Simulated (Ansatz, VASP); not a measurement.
# Ni in VASP and in Ansatz

```
Ni
1.0
     3.88605    0.00000    0.00000
    -1.94302    3.36542    0.00000
     0.00000    0.00000    2.33486
Ni
3
Direct
  0.00000 0.00000 0.00000
  0.33333 0.66667 0.50000
  0.66667 0.33333 0.50000
```

Alike in both runs: task single point; functional r2SCAN; k mesh 10 × 10 × 15; occupations fermi-dirac, width 0.1 eV; no spin polarisation.

|  | VASP | Ansatz |
| --- | --- | --- |
| version | VASP 6.6.1 | Ansatz 0.2.0 |
| potentials or method | VASP PAW PBE potentials, release 64 (Ni), cutoff 520 eV | plane waves (500 eV) with PAW, scalar-relativistic |
| valence electrons in the cell | 30 | 54 |

VASP gave:

* pressure (GPa): 10.4
* traceless stress, the component that is largest in VASP (GPa): -0.39

Task: Estimate Ansatz's values.

Result: Pressure (GPa): 9.9; traceless stress, the component that is largest in VASP (GPa): -0.33.

VASP's potentials were made for PBE, not for r2SCAN. The functional is the same, so the differences come from potentials, cutoffs and numerics. VASP's potentials hold 30 valence electrons a cell and Ansatz's 54, so a difference there can come from the potentials and not from the codes.
